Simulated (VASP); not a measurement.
K, 1 atom in the cell. It takes space group Fm-3m (No. 225, cubic). Conventional cell: a = 5.283 Å, b = 5.283 Å, c = 5.283 Å, α = 90.00°, β = 90.00°, γ = 90.00°. Within 4.9 Å of K (site symmetry m-3m) lie 12 K at 3.74 Å. This isn't the form of K at room conditions, which is bcc.

- Program: VASP 6.6.1
- Task: single point
- Functional: PBE
- Potentials or basis: VASP PAW PBE potentials, release 64 (K_sv)
- Cutoff: 520 eV
- k mesh: 10 × 10 × 10
- Occupations: fermi-dirac, width 0.1 eV
- Spin: no spin polarisation
- Dipole correction: no
- k mesh for the DOS: 15 × 15 × 15
- Occupations for the DOS: tetrahedron
- Further INCAR settings: ALGO = Normal; EDIFF = 1e-07; NBANDS = 10

Potentials or basis: VASP PAW PBE potentials, release 64 (K_sv).

The run is started by

```sh
$ cat potpaw_PBE.64/K_sv/POTCAR > POTCAR
$ cp INCAR.step1 INCAR
$ cp KPOINTS.step1 KPOINTS
$ mpirun -np 1 vasp_std > vasp.out
$ cp INCAR.step2 INCAR
$ cp KPOINTS.step2 KPOINTS
$ mpirun -np 1 vasp_std > vasp.out
```

Hardware: 1 thread of Intel Xeon 8259CL (shared host).

**Question.** How long does it take, and how much memory?

**Answer.** Run time: 65 s on 1 thread of Intel Xeon 8259CL (shared host), peak memory 0.17 GiB. Counts: k points 120.
